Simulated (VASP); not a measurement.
# CoSi2 (Fm-3m) in VASP: a series of runs

CoSi2 is run at these levels: PBE; tasks: single point.

Everything below comes from runs of VASP 6.6.1. Logs are shortened: lines on timing, memory, paths and dates and some standing lists are left out, and cuts for length are marked.

### 1 The cell of the first run

The structure is cubic, space group Fm-3m (No. 225). Conventional cell: a = 5.360 Å, b = 5.360 Å, c = 5.360 Å, α = 90.00°, β = 90.00°, γ = 90.00°. Within 3.1 Å of Co (site symmetry m-3m) lie 8 Si at 2.32 Å. Si (site symmetry -43m) has 4 Co at 2.32 Å and 6 Si at 2.68 Å within 3.1 Å.

### 2 Single point, PBE

File INCAR:

```
SYSTEM = CoSi2
PREC = Accurate ; ENCUT = 520
EDIFF = 1E-6 ; ISMEAR = 0
SIGMA = 0.05 ; LREAL = .False.
LASPH = .True. ; NELM = 80
ALGO = Normal ; ISIF = 2
LWAVE = .False. ; LCHARG = .False.
GGA = PE ; NBANDS = 16
```

File KPOINTS:

```
Automatic mesh
0
Gamma
  12 12 12
  0 0 0
```

File POSCAR:

```
CoSi2
1.0
    0.0000000000      2.6798202460      2.6798202460
    2.6798202460      0.0000000000      2.6798202460
    2.6798202460      2.6798202460      0.0000000000
Co Si
1 2
Direct
    0.0000000000      0.0000000000      0.0000000000
    0.2500000000      0.2500000000      0.2500000000
    0.7500000000      0.7500000000      0.7500000000
```

Potentials or basis: VASP PAW PBE potentials, release 64 (Co, Si).

On the command line:

```
$ cat potpaw_PBE.64/Co/POTCAR potpaw_PBE.64/Si/POTCAR > POTCAR
$ mpirun -np 1 vasp_std > vasp.out
```

OUTCAR:

```text
SYSTEM = CoSi2
   PREC = Accurate
   ENCUT = 520
   EDIFF = 1E-6
   ISMEAR = 0
   LREAL = .False.
   LASPH = .True.
   NELM = 80
   ISIF = 2
   GGA = PE

 ion  position               nearest neighbor table
   1  0.000  0.000  0.000-   3 2.32   3 2.32   3 2.32   2 2.32   2 2.32   2 2.32   3 2.32   2 2.32

   2  0.250  0.250  0.250-   1 2.32   1 2.32   1 2.32   1 2.32   3 2.68   3 2.68   3 2.68   3 2.68
                             3 2.68   3 2.68
   3  0.750  0.750  0.750-   1 2.32   1 2.32   1 2.32   1 2.32   2 2.68   2 2.68   2 2.68   2 2.68
                             2 2.68   2 2.68

  LATTYP: Found a face centered cubic cell.
 ALAT       =     5.3596404920

  Lattice vectors:

 A1 = (   0.0000000000,   2.6798202460,   2.6798202460)
 A2 = (   2.6798202460,   0.0000000000,   2.6798202460)
 A3 = (   2.6798202460,   2.6798202460,   0.0000000000)

Analysis of symmetry for initial positions (statically):
=====================================================================
 Subroutine PRICEL returns:
 Original cell was already a primitive cell.

 Routine SETGRP: Setting up the symmetry group for a
 face centered cubic supercell.

 Subroutine GETGRP returns: Found 48 space group operations
 (whereof 48 operations were pure point group operations)
 out of a pool of 48 trial point group operations.

The static configuration has the point symmetry O_h .

Analysis of symmetry for dynamics (positions and initial velocities):
=====================================================================
 Subroutine PRICEL returns:
 Original cell was already a primitive cell.

 Routine SETGRP: Setting up the symmetry group for a
 face centered cubic supercell.

 Subroutine GETGRP returns: Found 48 space group operations
 (whereof 48 operations were pure point group operations)
 out of a pool of 48 trial point group operations.

The dynamic configuration has the point symmetry O_h .

 Subroutine INISYM returns: Found 48 space group operations
 (whereof 48 operations are pure point group operations),
 and found     1 'primitive' translations

----------------------------------------------------------------------------------------

                                     Primitive cell

  volume of cell :      38.4899

  direct lattice vectors                    reciprocal lattice vectors
     0.000000000  2.679820246  2.679820246    -0.186579679  0.186579679  0.186579679
     2.679820246  0.000000000  2.679820246     0.186579679 -0.186579679  0.186579679
     2.679820246  2.679820246  0.000000000     0.186579679  0.186579679 -0.186579679

  length of vectors
     3.789838137  3.789838137  3.789838137     0.323165483  0.323165483  0.323165483

  position of ions in fractional coordinates (direct lattice)
     0.000000000  0.000000000  0.000000000
     0.250000000  0.250000000  0.250000000
     0.750000000  0.750000000  0.750000000

  ion indices of the primitive-cell ions
   primitive index   ion index
                 1           1
                 2           2
                 3           3

----------------------------------------------------------------------------------------

 KPOINTS: Automatic mesh

Automatic generation of k-mesh.
 Grid dimensions read from file:
 generate k-points for:   12   12   12

 Generating k-lattice:

  Cartesian coordinates                     Fractional coordinates (reciprocal lattice)
    -0.015548307  0.015548307  0.015548307     0.083333333  0.000000000  0.000000000
     0.015548307 -0.015548307  0.015548307     0.000000000  0.083333333  0.000000000
     0.015548307  0.015548307 -0.015548307     0.000000000  0.000000000  0.083333333

  Length of vectors
     0.026930457  0.026930457  0.026930457

  Shift w.r.t. Gamma in fractional coordinates (k-lattice)
     0.000000000  0.000000000  0.000000000

 Subroutine IBZKPT returns following result:
 ===========================================

 Found     72 irreducible k-points:

 Following reciprocal coordinates:
            Coordinates               Weight
  0.000000  0.000000  0.000000      1.000000
  0.083333  0.000000  0.000000      8.000000
  0.166667  0.000000  0.000000      8.000000
  0.250000  0.000000  0.000000      8.000000
  0.333333  0.000000  0.000000      8.000000
  0.416667  0.000000  0.000000      8.000000
[... 16 lines left out ...]
  0.500000  0.166667  0.000000     24.000000
 -0.416667  0.166667  0.000000     24.000000
 [... further k-points ...]
   k-points           NKPTS =     72   k-points in BZ     NKDIM =     72   number of bands    NBANDS=     16
   number of dos      NEDOS =    301   number of ions     NIONS =      3
   total plane-waves  NPLWV =  21952
   dimension x,y,z NGX =    28 NGY =   28 NGZ =   28
   dimension x,y,z NGXF=    56 NGYF=   56 NGZF=   56
   ions per type =               1   2
   NGX,Y,Z   is equivalent  to a cutoff of  12.28, 12.28, 12.28 a.u.
   NGXF,Y,Z  is equivalent  to a cutoff of  24.57, 24.57, 24.57 a.u.
 SYSTEM =  CoSi2
   PREC   = accura    normal or accurate (medium, high low for compatibility)
   ISTART =      0    job   : 0-new  1-cont  2-samecut
   ICHARG =      2    charge: 1-file 2-atom 10-const
   ISPIN  =      1    spin polarized calculation?
   LNONCOLLINEAR =      F non collinear calculations
   LSORBIT =      F    spin-orbit coupling
   LASPH  =      T    aspherical Exc in radial PAW
   ENCUT  =  520.0 eV  38.22 Ry    6.18 a.u.   7.05  7.05  7.05*2*pi/ulx,y,z
   NELM   =     80;   NELMIN=  2; NELMDL= -5     # of ELM steps
   EDIFF  = 0.1E-05   stopping-criterion for ELM
   LREAL  =      F    real-space projection
   EDIFFG = 0.1E-04   stopping-criterion for IOM
   NSW    =      0    number of steps for IOM
   IBRION =     -1    ionic relax: 0-MD 1-quasi-New 2-CG
   NFREE  =      0    steps in history (QN), initial steepest desc. (CG)
   ISIF   =      2    stress and relaxation
   ISYM   =      2    0-nonsym 1-usesym 2-fastsym
   POTIM  = 0.5000    time-step for ionic-motion
   TEBEG  =    0.0;   TEEND  =   0.0 temperature during run
   PSTRESS=    0.0 pullay stress
   NELECT =      17.0000    total number of electrons
   NUPDOWN=      -1.0000    fix difference up-down
   EMIN   =  10.00;   EMAX   =-10.00  energy-range for DOS
   EFERMI =   0.00;   METHOD = LEGACY
   ISMEAR =     0;   SIGMA  =   0.05  broadening in eV -4-tet -1-fermi 0-gaus
   EFERMI_NEDOS =   21; number of points for ismear=-14 and -15
   IALGO  =     38    algorithm
   IMIX   =      4    mixing-type and parameters
     AMIX     =   0.40;   BMIX     =  1.00
     AMIX_MAG =   1.60;   BMIX_MAG =  1.00
  volume/ion in A,a.u.               =      12.83        86.58
  Fermi-wavevector in a.u.,A,eV,Ry     =   1.246739  2.355995 21.148320  1.554358
  Thomas-Fermi vector in A             =   2.380903
   LORBIT       =      0    0 simple, 1 ext, 2 COOP (PROOUT), +10 PAW based schemes
   GGA     = PE    functional components
   LHFCALC =     F    Hartree Fock is set to
   AEXX    =    0.0000 exact exchange contribution
   IVDW    =     0    specifies the selected vdW correction
   LEPSILON=     F    determine dielectric tensor
   LRPA    =     F    only Hartree local field effects (RPA)
 non-spin polarized calculation
 Gauss-broadening in eV      SIGMA  =   0.05
  energy-cutoff  :      520.00
  volume of cell :       38.49
 maximum number of plane-waves:      1056
   NGX = 15   NGY = 15   NGZ = 15

 number of electron      16.9999995 magnetization

 Free energy of the ion-electron system (eV)
  ---------------------------------------------------
  ext. energy  EPLUGINS =         0.00000000
  ---------------------------------------------------
  free energy    TOTEN  =       -19.29610979 eV

  energy without entropy =      -19.29464025  energy(sigma->0) =      -19.29537502

 E-fermi :  10.0481     XC(G=0): -11.7371

 val. band max:       10.0296853645   @ k =   0.4167   0.2500   0.0833
 cond. band min:      10.0682792501   @ k =   0.4167   0.0833   0.0000
 fundamental gap:      0.0385938856
 Fermi energy:        10.0481117940

 k-point     1 :       0.0000    0.0000    0.0000
  band No.  band energies     occupation
      1      -3.0436      2.00000
      2       5.9968      2.00000
      3       5.9968      2.00000
      4       5.9968      2.00000
      5       8.1642      2.00000
      6       8.1642      2.00000
[... 8 lines left out ...]
     15      15.7239      0.00000
     16      15.7239      0.00000

 k-point     2 :       0.0833    0.0000    0.0000
  band No.  band energies     occupation
      1      -2.9383      2.00000
      2       5.7332      2.00000
      3       6.0345      2.00000
      4       6.0345      2.00000
      5       8.1326      2.00000
      6       8.1326      2.00000
[... 8 lines left out ...]
     15      15.3967      0.00000
     16      15.5317      0.00000

 k-point     3 :       0.1667    0.0000    0.0000
  band No.  band energies     occupation
      1      -2.6244      2.00000
      2       5.0338      2.00000
      3       6.1379      2.00000
      4       6.1379      2.00000
      5       8.0631      2.00000
      6       8.0631      2.00000
[... 8 lines left out ...]
     15      15.6290      0.00000
     16      16.3619      0.00000

 k-point     4 :       0.2500    0.0000    0.0000
  band No.  band energies     occupation
      1      -2.1081      2.00000
      2       4.0494      2.00000
      3       6.2767      2.00000
      4       6.2767      2.00000
      5       8.0225      2.00000
      6       8.0225      2.00000
[... 8 lines left out ...]
     15      16.7264      0.00000
     16      17.5578      0.00000
[... 324 lines left out ...]
 k-point    22 :       0.4167    0.1667    0.0000
  band No.  band energies     occupation
      1      -0.7736      2.00000
      2       2.7274      2.00000
      3       6.0971      2.00000
      4       6.3198      2.00000
      5       6.9518      2.00000
      6       8.2129      2.00000
[... 8 lines left out ...]
     15      20.6251      0.00000
     16      21.0059      0.00000

 k-point    23 :       0.5000    0.1667    0.0000
  band No.  band energies     occupation
      1       0.1283      2.00000
      2       1.6251      2.00000
      3       5.8533      2.00000
      4       6.4757      2.00000
      5       6.9785      2.00000
      6       8.2041      2.00000
[... 8 lines left out ...]
     15      20.7121      0.00000
     16      21.2608      0.00000

 k-point    24 :      -0.4167    0.1667    0.0000
  band No.  band energies     occupation
      1       0.4382      2.00000
      2       1.2761      2.00000
      3       5.6219      2.00000
      4       6.6428      2.00000
      5       7.1665      2.00000
      6       7.9951      2.00000
[... 8 lines left out ...]
     15      19.3160      0.00000
     16      19.7146      0.00000

 [... further k-points ...]

------------------------ aborting loop because EDIFF is reached ----------------------------------------

  FORCE on cell =-STRESS in cart. coord.  units (eV):
  Direction    XX          YY          ZZ          XY          YZ          ZX
  --------------------------------------------------------------------------------------
  -------------------------------------------------------------------------------------
  Total       -0.0557783     -0.0557783     -0.0557783     -0.0000000      0.0000000     -0.0000000
  in kB       -2.3218219     -2.3218219     -2.3218219     -0.0000000      0.0000000     -0.0000000
  external PRESSURE =      -2.3218219 kB  Pullay stress =       0.0000000 kB

 VOLUME and BASIS-vectors are now :
 -----------------------------------------------------------------------------
  energy-cutoff  :      520.00
  volume of cell :       38.49
      direct lattice vectors                 reciprocal lattice vectors
     0.000000000  2.679820246  2.679820246    -0.186579679  0.186579679  0.186579679
     2.679820246  0.000000000  2.679820246     0.186579679 -0.186579679  0.186579679
     2.679820246  2.679820246  0.000000000     0.186579679  0.186579679 -0.186579679

 POSITION                                       TOTAL-FORCE (eV/Angst)
 -----------------------------------------------------------------------------------
      0.00000      0.00000      0.00000         0.000000      0.000000      0.000000
      1.33991      1.33991      1.33991        -0.000000      0.000000      0.000000
      4.01973      4.01973      4.01973        -0.000000     -0.000000     -0.000000
 -----------------------------------------------------------------------------------
    total drift:                               -0.000000     -0.000000      0.000000

  FREE ENERGIE OF THE ION-ELECTRON SYSTEM (eV)
  ---------------------------------------------------
  free  energy   TOTEN  =       -19.2961097910 eV

  energy  without entropy=      -19.2946402489  energy(sigma->0) =      -19.29537502
```

It took 78 s on 1 thread of AMD EPYC 7R13, shared host; peak memory 0.15 GiB.

What came out:

```
Free energy : -19.2961 eV
Pressure    : -0.2 GPa
```

Spin polarisation is off, so any magnetic state and its effect on volume and gap are missing.

### 3 Single point, PBE (volume scaled by 1.020)

File INCAR:

```
SYSTEM = CoSi2
PREC = Accurate
ENCUT = 520
EDIFF = 1E-6
ISMEAR = 0
SIGMA = 0.05
LREAL = .FALSE.
LASPH = .TRUE.
NELM = 80
ALGO = Normal
ISIF = 2
LWAVE = .FALSE.
LCHARG = .TRUE.
GGA = PE
LELF = .TRUE.
LVHAR = .TRUE.
NBANDS = 16
```

File KPOINTS:

```
regular mesh
0
G
  12 12 12
  0 0 0
```

File POSCAR:

```
CoSi2
1.0
    0.0000000000      2.6975679172      2.6975679172
    2.6975679172      0.0000000000      2.6975679172
    2.6975679172      2.6975679172      0.0000000000
Co Si
1 2
Direct
    0.0000000000      0.0000000000      0.0000000000
    0.2500000000      0.2500000000      0.2500000000
    0.7500000000      0.7500000000      0.7500000000
```

Potentials or basis: VASP PAW PBE potentials, release 64 (Co, Si).

On the command line:

```
$ cat potpaw_PBE.64/Co/POTCAR potpaw_PBE.64/Si/POTCAR > POTCAR
$ mpirun -np 1 vasp_std > vasp.out
```

It took 70 s on 1 thread of AMD EPYC 7R13, shared host; peak memory 0.15 GiB.

Results (log left out):

- Free energy: -19.2872 eV
- Pressure: -3.6 GPa

Levels at points of the mesh, in eV from the Fermi level:
```csv
k point,band 5,band 6,band 7,band 8,band 9,band 10,band 11,band 12,band 13,band 14
"(0.00, 0.00, 0.00)",-1.82,-1.82,0.56,3.34,3.34,3.34,3.46,3.46,3.46,5.59
"(0.50, 0.00, 0.00)",-2.11,-1.55,-1.55,-0.45,-0.45,2.64,3.36,3.36,4.18,10.28
"(0.50, 0.50, 0.00)",-3.58,-1.88,-1.88,-1.83,-1.27,1.50,2.93,8.54,9.38,9.38
```

 Spin polarisation is off, so any magnetic state and its effect on volume and gap are missing.

### 4 Single point, PBE (volume scaled by 1.040)

File INCAR:

```
ALGO     = Normal         # electronic algorithm
EDIFF    = 1E-6           # SCF threshold, eV
ENCUT    = 520            # plane-wave cutoff, eV
GGA      = PE             # functional
ISIF     = 2              # what is computed and relaxed
ISMEAR   = 0              # smearing method
LASPH    = True           # aspherical terms in the spheres
LCHARG   = False          # write CHGCAR
LREAL    = False          # projectors in reciprocal space
LWAVE    = False          # write WAVECAR
NBANDS   = 16             # bands
NELM     = 60             # most SCF steps
PREC     = Accurate       # precision mode
SIGMA    = 0.05           # smearing width, eV
```

File KPOINTS:

```
k-points
0
Gamma
  12 12 12
```

File POSCAR:

```
CoSi2
1.0
    0.0000000000      2.7150850828      2.7150850828
    2.7150850828      0.0000000000      2.7150850828
    2.7150850828      2.7150850828      0.0000000000
Co Si
1 2
Direct
    0.0000000000      0.0000000000      0.0000000000
    0.2500000000      0.2500000000      0.2500000000
    0.7500000000      0.7500000000      0.7500000000
```

On the command line:

```
$ cat potpaw_PBE.64/Co/POTCAR potpaw_PBE.64/Si/POTCAR > POTCAR
$ mpirun -np 1 vasp_std > vasp.out
```

Run time: 94 s. Hardware: 1 thread of AMD EPYC 7R13, shared host; peak memory 0.17 GiB.

It converged, with:

```
Free energy : -19.2629 eV
Pressure    : -6.6 GPa
```

Levels at points of the mesh, in eV from the Fermi level:
| k point | band 7 | band 8 | band 9 | band 10 | band 11 | band 12 |
| --- | --- | --- | --- | --- | --- | --- |
| (0.00, 0.00, 0.00) | 0.37 | 3.26 | 3.26 | 3.26 | 3.45 | 3.45 |
| (0.50, 0.00, 0.00) | -1.50 | -0.44 | -0.44 | 2.57 | 3.30 | 3.30 |
| (0.50, 0.50, 0.00) | -1.83 | -1.78 | -1.23 | 1.42 | 2.92 | 8.52 |

 Spin polarisation is off, so any magnetic state and its effect on volume and gap are missing.

### 5 The runs side by side

| cell | gap on the mesh (eV) | pressure (GPa) |
| --- | --- | --- |
| a = 3.790 Å, angles 60.0°, 3 atoms | none | -0.2 |
| a = 3.815 Å, angles 60.0°, 3 atoms | none | -3.6 |
| a = 3.840 Å, angles 60.0°, 3 atoms | none | -6.6 |

Alike in all rows: task single point; level PBE; potentials or basis VASP PAW PBE potentials, release 64 (Co, Si); no spin polarisation; k mesh 12 × 12 × 12; cutoff (eV) 520; smearing gaussian 0.05 eV.

Absolute energies hang on the potentials; compare differences alone.
